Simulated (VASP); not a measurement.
# ZnSe (F-43m) in VASP: single point with PBE

Aim: the single point of ZnSe with PBE.

Everything below comes from runs of VASP 6.6.1. Logs are shortened: lines on timing, memory, paths and dates and some standing lists are left out, and cuts for length are marked.

### 1 The cell of the first run

Symmetry: F-43m, No. 216, cubic system. The conventional cell has a = 5.753 Å, b = 5.753 Å, c = 5.753 Å, α = 90.00°, β = 90.00°, γ = 90.00°. Zn (site symmetry -43m) has 4 Se at 2.49 Å within 3.3 Å. Se (site symmetry -43m) has 4 Zn at 2.49 Å within 3.3 Å.

### 2 Single point, PBE (Cd replaced by Zn, lengths x 0.950, strained)

The input, INCAR:

```
PREC     = Accurate       # precision mode
ENCUT    = 520            # plane-wave cutoff, eV
EDIFF    = 1E-7           # SCF threshold, eV
ISMEAR   = 0              # smearing method
SIGMA    = 0.02           # smearing width, eV
LREAL    = F              # projectors in reciprocal space
LASPH    = T              # aspherical terms in the spheres
NELM     = 80             # most SCF steps
ALGO     = Normal         # electronic algorithm
ISIF     = 2              # what is computed and relaxed
LWAVE    = F              # write WAVECAR
LCHARG   = T              # write CHGCAR
GGA      = PE             # functional
LELF     = T              # ELF
LVHAR    = T            
NBANDS   = 16             # bands
```

The input, KPOINTS:

```
Automatic mesh
0
Gamma
  8 8 8
```

The input, POSCAR:

```
ZnSe
1.0
    0.0000000000      2.8767397239      2.8767397239
    2.8767397239      0.0000000000      2.8767397239
    2.8767397239      2.8767397239      0.0000000000
Zn Se
1 1
Direct
    0.0000000000      0.0000000000      0.0000000000
    0.7500000000      0.7500000000      0.7500000000
```

Potentials or basis: VASP PAW PBE potentials, release 64 (Zn, Se).

Launch:

```console
cat potpaw_PBE.64/Zn/POTCAR potpaw_PBE.64/Se/POTCAR > POTCAR
mpirun -np 1 vasp_std > vasp.out
```

OUTCAR:

```text
PREC = Accurate
   ENCUT = 520
   EDIFF = 1E-7
   ISMEAR = 0
   LREAL = F
   LASPH = T
   NELM = 80
   ISIF = 2
   GGA = PE

 ion  position               nearest neighbor table
   1  0.000  0.000  0.000-   2 2.49   2 2.49   2 2.49   2 2.49
   2  0.750  0.750  0.750-   1 2.49   1 2.49   1 2.49   1 2.49

  LATTYP: Found a face centered cubic cell.
 ALAT       =     5.7534794478

  Lattice vectors:

 A1 = (   0.0000000000,   2.8767397239,   2.8767397239)
 A2 = (   2.8767397239,   0.0000000000,   2.8767397239)
 A3 = (   2.8767397239,   2.8767397239,   0.0000000000)

Analysis of symmetry for initial positions (statically):
=====================================================================
 Subroutine PRICEL returns:
 Original cell was already a primitive cell.

 Routine SETGRP: Setting up the symmetry group for a
 face centered cubic supercell.

 Subroutine GETGRP returns: Found 24 space group operations
 (whereof 24 operations were pure point group operations)
 out of a pool of 48 trial point group operations.

The static configuration has the point symmetry T_d .

Analysis of symmetry for dynamics (positions and initial velocities):
=====================================================================
 Subroutine PRICEL returns:
 Original cell was already a primitive cell.

 Routine SETGRP: Setting up the symmetry group for a
 face centered cubic supercell.

 Subroutine GETGRP returns: Found 24 space group operations
 (whereof 24 operations were pure point group operations)
 out of a pool of 48 trial point group operations.

The dynamic configuration has the point symmetry T_d .

 Subroutine INISYM returns: Found 24 space group operations
 (whereof 24 operations are pure point group operations),
 and found     1 'primitive' translations

----------------------------------------------------------------------------------------

                                     Primitive cell

  volume of cell :      47.6137

  direct lattice vectors                    reciprocal lattice vectors
     0.000000000  2.876739724  2.876739724    -0.173807869  0.173807869  0.173807869
     2.876739724  0.000000000  2.876739724     0.173807869 -0.173807869  0.173807869
     2.876739724  2.876739724  0.000000000     0.173807869  0.173807869 -0.173807869

  length of vectors
     4.068324333  4.068324333  4.068324333     0.301044059  0.301044059  0.301044059

  position of ions in fractional coordinates (direct lattice)
     0.000000000  0.000000000  0.000000000
     0.750000000  0.750000000  0.750000000

  ion indices of the primitive-cell ions
   primitive index   ion index
                 1           1
                 2           2

----------------------------------------------------------------------------------------

 KPOINTS: Automatic mesh

Automatic generation of k-mesh.
 Grid dimensions read from file:
 generate k-points for:    8    8    8

 Generating k-lattice:

  Cartesian coordinates                     Fractional coordinates (reciprocal lattice)
    -0.021725984  0.021725984  0.021725984     0.125000000  0.000000000  0.000000000
     0.021725984 -0.021725984  0.021725984     0.000000000  0.125000000  0.000000000
     0.021725984  0.021725984 -0.021725984     0.000000000  0.000000000  0.125000000

  Length of vectors
     0.037630507  0.037630507  0.037630507

  Shift w.r.t. Gamma in fractional coordinates (k-lattice)
     0.000000000  0.000000000  0.000000000

 Subroutine IBZKPT returns following result:
 ===========================================

 Found     29 irreducible k-points:

 Following reciprocal coordinates:
            Coordinates               Weight
  0.000000  0.000000  0.000000      1.000000
  0.125000  0.000000  0.000000      8.000000
  0.250000  0.000000  0.000000      8.000000
  0.375000  0.000000  0.000000      8.000000
  0.500000  0.000000  0.000000      4.000000
  0.125000  0.125000  0.000000      6.000000
[... 16 lines left out ...]
  0.500000  0.250000  0.125000     48.000000
 -0.375000  0.250000  0.125000     24.000000
 [... further k-points ...]
   k-points           NKPTS =     29   k-points in BZ     NKDIM =     29   number of bands    NBANDS=     16
   number of dos      NEDOS =    301   number of ions     NIONS =      2
   total plane-waves  NPLWV =  27000
   dimension x,y,z NGX =    30 NGY =   30 NGZ =   30
   dimension x,y,z NGXF=    60 NGYF=   60 NGZF=   60
   ions per type =               1   1
   NGX,Y,Z   is equivalent  to a cutoff of  12.26, 12.26, 12.26 a.u.
   NGXF,Y,Z  is equivalent  to a cutoff of  24.52, 24.52, 24.52 a.u.
 SYSTEM =  unknown system
   PREC   = accura    normal or accurate (medium, high low for compatibility)
   ISTART =      0    job   : 0-new  1-cont  2-samecut
   ICHARG =      2    charge: 1-file 2-atom 10-const
   ISPIN  =      1    spin polarized calculation?
   LNONCOLLINEAR =      F non collinear calculations
   LSORBIT =      F    spin-orbit coupling
   LASPH  =      T    aspherical Exc in radial PAW
   ENCUT  =  520.0 eV  38.22 Ry    6.18 a.u.   7.56  7.56  7.56*2*pi/ulx,y,z
   NELM   =     80;   NELMIN=  2; NELMDL= -5     # of ELM steps
   EDIFF  = 0.1E-06   stopping-criterion for ELM
   LREAL  =      F    real-space projection
   EDIFFG = 0.1E-05   stopping-criterion for IOM
   NSW    =      0    number of steps for IOM
   IBRION =     -1    ionic relax: 0-MD 1-quasi-New 2-CG
   NFREE  =      0    steps in history (QN), initial steepest desc. (CG)
   ISIF   =      2    stress and relaxation
   ISYM   =      2    0-nonsym 1-usesym 2-fastsym
   POTIM  = 0.5000    time-step for ionic-motion
   TEBEG  =    0.0;   TEEND  =   0.0 temperature during run
   PSTRESS=    0.0 pullay stress
   NELECT =      18.0000    total number of electrons
   NUPDOWN=      -1.0000    fix difference up-down
   EMIN   =  10.00;   EMAX   =-10.00  energy-range for DOS
   EFERMI =   0.00;   METHOD = LEGACY
   ISMEAR =     0;   SIGMA  =   0.02  broadening in eV -4-tet -1-fermi 0-gaus
   EFERMI_NEDOS =   21; number of points for ismear=-14 and -15
   IALGO  =     38    algorithm
   IMIX   =      4    mixing-type and parameters
     AMIX     =   0.40;   BMIX     =  1.00
     AMIX_MAG =   1.60;   BMIX_MAG =  1.00
  volume/ion in A,a.u.               =      23.81       160.66
  Fermi-wavevector in a.u.,A,eV,Ry     =   1.183737  2.236938 19.064925  1.401232
  Thomas-Fermi vector in A             =   2.319965
   LORBIT       =      0    0 simple, 1 ext, 2 COOP (PROOUT), +10 PAW based schemes
   GGA     = PE    functional components
   LHFCALC =     F    Hartree Fock is set to
   AEXX    =    0.0000 exact exchange contribution
   IVDW    =     0    specifies the selected vdW correction
   LEPSILON=     F    determine dielectric tensor
   LRPA    =     F    only Hartree local field effects (RPA)
 non-spin polarized calculation
 Gauss-broadening in eV      SIGMA  =   0.02
  energy-cutoff  :      520.00
  volume of cell :       47.61
 maximum number of plane-waves:      1303
   NGX = 15   NGY = 15   NGZ = 15

 number of electron      18.0000012 magnetization

 Free energy of the ion-electron system (eV)
  ---------------------------------------------------
  ext. energy  EPLUGINS =         0.00000000
  ---------------------------------------------------
  free energy    TOTEN  =        -6.03213043 eV

  energy without entropy =       -6.03213043  energy(sigma->0) =       -6.03213043

 E-fermi :   1.4022     XC(G=0):  -9.1171

 val. band max:        1.2367546536   @ k =   0.0000   0.0000   0.0000
 cond. band min:       2.3481472340   @ k =   0.0000   0.0000   0.0000
 fundamental gap:      1.1113925804
 Fermi energy:         1.4021614837

 k-point     1 :       0.0000    0.0000    0.0000
  band No.  band energies     occupation
      1     -11.7434      2.00000
      2      -5.1553      2.00000
      3      -5.1553      2.00000
      4      -5.1553      2.00000
      5      -4.8251      2.00000
      6      -4.8251      2.00000
[... 8 lines left out ...]
     15      12.6022      0.00000
     16      12.6022      0.00000

 k-point     2 :       0.1250    0.0000    0.0000
  band No.  band energies     occupation
      1     -11.6513      2.00000
      2      -5.1459      2.00000
      3      -5.1410      2.00000
      4      -5.1410      2.00000
      5      -4.8263      2.00000
      6      -4.8263      2.00000
[... 8 lines left out ...]
     15      11.8570      0.00000
     16      11.8570      0.00000

 k-point     3 :       0.2500    0.0000    0.0000
  band No.  band energies     occupation
      1     -11.4134      2.00000
      2      -5.1096      2.00000
      3      -5.1096      2.00000
      4      -5.0869      2.00000
      5      -4.8249      2.00000
      6      -4.8249      2.00000
[... 8 lines left out ...]
     15      11.6212      0.00000
     16      11.8726      0.00000

 k-point     4 :       0.3750    0.0000    0.0000
  band No.  band energies     occupation
      1     -11.1486      2.00000
      2      -5.0844      2.00000
      3      -5.0844      2.00000
      4      -4.9032      2.00000
      5      -4.8155      2.00000
      6      -4.8155      2.00000
[... 8 lines left out ...]
     15      12.6748      0.00000
     16      12.6748      0.00000
[... 324 lines left out ...]
 k-point    22 :       0.3750    0.2500    0.1250
  band No.  band energies     occupation
      1     -11.2280      2.00000
      2      -5.1066      2.00000
      3      -5.0623      2.00000
      4      -5.0324      2.00000
      5      -4.8367      2.00000
      6      -4.8030      2.00000
[... 8 lines left out ...]
     15      13.3446      0.00000
     16      14.4357      0.00000

 k-point    23 :       0.5000    0.2500    0.1250
  band No.  band energies     occupation
      1     -11.0077      2.00000
      2      -5.0653      2.00000
      3      -5.0403      2.00000
      4      -4.9128      2.00000
      5      -4.8134      2.00000
      6      -4.7618      2.00000
[... 8 lines left out ...]
     15      13.6237      0.00000
     16      14.7460      0.00000

 k-point    24 :      -0.3750    0.2500    0.1250
  band No.  band energies     occupation
      1     -10.9103      2.00000
      2      -5.0587      2.00000
      3      -5.0281      2.00000
      4      -4.8507      2.00000
      5      -4.8182      2.00000
      6      -4.6363      2.00000
[... 8 lines left out ...]
     15      13.8165      0.00000
     16      14.6008      0.00000

 [... further k-points ...]

------------------------ aborting loop because EDIFF is reached ----------------------------------------

  FORCE on cell =-STRESS in cart. coord.  units (eV):
  Direction    XX          YY          ZZ          XY          YZ          ZX
  --------------------------------------------------------------------------------------
  -------------------------------------------------------------------------------------
  Total       -0.1222098     -0.1222098     -0.1222098      0.0000000      0.0000000      0.0000000
  in kB       -4.1123012     -4.1123012     -4.1123012      0.0000000      0.0000000      0.0000000
  external PRESSURE =      -4.1123012 kB  Pullay stress =       0.0000000 kB

 VOLUME and BASIS-vectors are now :
 -----------------------------------------------------------------------------
  energy-cutoff  :      520.00
  volume of cell :       47.61
      direct lattice vectors                 reciprocal lattice vectors
     0.000000000  2.876739724  2.876739724    -0.173807869  0.173807869  0.173807869
     2.876739724  0.000000000  2.876739724     0.173807869 -0.173807869  0.173807869
     2.876739724  2.876739724  0.000000000     0.173807869  0.173807869 -0.173807869

 POSITION                                       TOTAL-FORCE (eV/Angst)
 -----------------------------------------------------------------------------------
      0.00000      0.00000      0.00000        -0.000000     -0.000000     -0.000000
      4.31511      4.31511      4.31511         0.000000      0.000000      0.000000
 -----------------------------------------------------------------------------------
    total drift:                                0.000001      0.000001      0.000001

  FREE ENERGIE OF THE ION-ELECTRON SYSTEM (eV)
  ---------------------------------------------------
  free  energy   TOTEN  =        -6.0321304319 eV

  energy  without entropy=       -6.0321304319  energy(sigma->0) =       -6.03213043
```

Run time: 20 s. Hardware: 1 thread of AMD EPYC 7R13 (Zen 3), shared host; peak memory 0.15 GiB.

What came out:

* Free energy: -6.0321 eV
* Pressure: -0.4 GPa
* Band gap on the k mesh: 1.11 eV

Caveat: the cell differs from its parent crystal (Cd replaced by Zn, lengths x 0.950, strained).
